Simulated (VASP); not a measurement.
Runs of VASP 6.6.1 on AlN. The structure is that of space group Imm2 (No. 44), or close to it. The cells are those of the table. 

```csv
cell,gap on the mesh (eV),pressure (GPa),largest force (eV/Å)
"a = 3.087, b = 3.139, c = 3.135 Å, angles 63.0, 60.5, 60.5°, 2 atoms",2.51,-6.7,1.46
"a = 3.105, b = 3.138, c = 3.136 Å, angles 63.3, 60.1, 60.2°, 2 atoms",3.01,-6.3,(d)
"a = 3.089, b = 3.111, c = 3.108 Å, angles 61.2, 60.2, 60.2°, 2 atoms",2.37,8.4,3.72
"a = 3.085, b = 3.153, c = 3.150 Å, angles 64.3, 60.6, 60.6°, 2 atoms",2.97,-6.8,(a)
"a = 3.097, b = 3.145, c = 3.142 Å, angles 63.7, 60.3, 60.3°, 2 atoms",2.99,-6.8,(c)
"a = 3.089 Å, angles 60.0°, 2 atoms",2.32,26.7,5.24
"a = 3.090, b = 3.150, c = 3.147 Å, angles 64.1, 60.5, 60.5°, 2 atoms",2.98,-6.9,(b)
"a = 3.082, b = 3.154, c = 3.151 Å, angles 64.4, 60.6, 60.7°, 2 atoms",2.97,-6.7,1.21
```

Alike in all rows: task single point; level PBE; potentials or basis VASP PAW PBE potentials, release 64 (Al, N); no spin polarisation; k mesh 6 × 6 × 6; cutoff (eV) 520; smearing gaussian 0.01 eV.

Fill in the values left out.

(a) 1.11; (b) 0.93; (c) 0.68; (d) 0.40.

Caveats: forces of over 1 eV/Å act on the atoms, so gaps and moduli don't describe the material at rest (some runs).

A k mesh can miss the band edges.
